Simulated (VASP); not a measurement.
**Ta: single point with PBEsol**

The system is Ta.

```
CELL_PARAMETERS angstrom
-1.71733 1.71733 1.78338
1.71733 -1.71733 1.78338
1.71733 1.71733 -1.78338
ATOMIC_POSITIONS crystal
Ta 0.00000 0.00000 0.00000
```

This cell differs from its parent crystal: strain +0.040 along x and y, +0.080 along z.

```yaml
Program: VASP 6.6.1
Task: single point
Functional: PBEsol
Potentials_or_basis: VASP PAW PBE potentials, release 64 (Ta_pv)
Cutoff: 520 eV
k_mesh: 20 × 20 × 20
Occupations: gaussian, width 0.15 eV
Spin: no spin polarisation
```

```yaml
Pressure: -25.9 GPa
Band_gap_on_the_k_mesh: zero (an odd number of electrons rules out a gap without spin polarisation)
```

Stress tensor (GPa, compression positive):
```
-25.11   0.00   0.00
  0.00 -25.11   0.00
  0.00   0.00 -27.51
```

Levels at points of the mesh, in eV from the Fermi level:
```csv
k point,band 2,band 3,band 4,band 5,band 6,band 7,band 8,band 9,band 10,band 11
"(0.00, 0.00, 0.00)",-33.65,-33.65,-7.32,0.56,0.56,0.94,3.15,3.65,13.92,14.51
"(0.50, 0.00, 0.00)",-33.87,-33.65,-3.79,-1.04,0.96,2.98,4.07,6.31,9.30,11.33
"(0.50, 0.50, 0.00)",-33.90,-33.67,-3.74,-1.44,1.18,3.56,4.25,6.41,9.49,11.07
"(0.50, 0.50, 0.50)",-34.13,-34.13,-3.05,-2.95,5.54,5.66,5.66,6.76,7.68,7.68
```

It took 2.6 min on 1 thread of Intel Xeon 8259CL, on a shared host, peak memory 0.27 GiB.

Caveat: the cell differs from its parent crystal (strain +0.040 along x and y, +0.080 along z); the cell stands under tension; the PAW data sets were made with another functional, which shifts forces and pressure a little; spin-orbit coupling is left out, which moves the levels of the heavy elements.
